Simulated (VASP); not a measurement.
Here is a VASP 6.6.1 calculation.

INCAR

```
SYSTEM = Pt
PREC     = Accurate       ! precision mode
ENCUT    = 520            ! plane-wave cutoff, eV
EDIFF    = 1E-7           ! SCF threshold, eV
ISMEAR   = 0              ! smearing method
SIGMA    = 0.1            ! smearing width, eV
LREAL    = .False.        ! projectors in reciprocal space
LASPH    = .True.         ! aspherical terms in the spheres
NELM     = 60             ! most SCF steps
ALGO     = Fast           ! electronic algorithm
ISIF     = 2              ! what is computed and relaxed
LWAVE    = .False.        ! write WAVECAR
LCHARG   = .False.        ! write CHGCAR
GGA      = PE             ! functional
NBANDS   = 39             ! bands
```

KPOINTS

```
Automatic mesh
0
Gamma
  18 18 4
  0 0 0
```

File POSCAR:

```
Pt
1.0
    2.7742965467      0.0000000000      0.0000000000
   -1.3871482733      2.4026112870      0.0000000000
    0.0000000000      0.0000000000     14.1418140043
Pt
6
Direct
    0.0000000000      0.0000000000      0.0000000000
    0.3333333333      0.6666666667      0.1659179391
    0.6666666667      0.3333333333      0.3319321784
    0.3333333333      0.6666666667      0.5000000000
    0.6666666667      0.3333333333      0.6680678216
    0.3333333333      0.6666666667      0.8340820609
```

Potentials or basis: VASP PAW PBE potentials, release 64 (Pt).

Run with:

```bash
$ cat potpaw_PBE.64/Pt/POTCAR > POTCAR
$ mpirun -np 1 vasp_std > vasp.out
```

Q: Predict the band gap on the k mesh.

A: Zero (bands 30 and 31 overlap by 1.30 eV).

Q: Predict the pressure.

A: -0.5 GPa.

Stress tensor (GPa, compression positive):
```
-0.44  0.00  0.00
 0.00 -0.44  0.00
 0.00  0.00 -0.54
```

Caveat: spin-orbit coupling is left out, which moves the levels of the heavy elements.
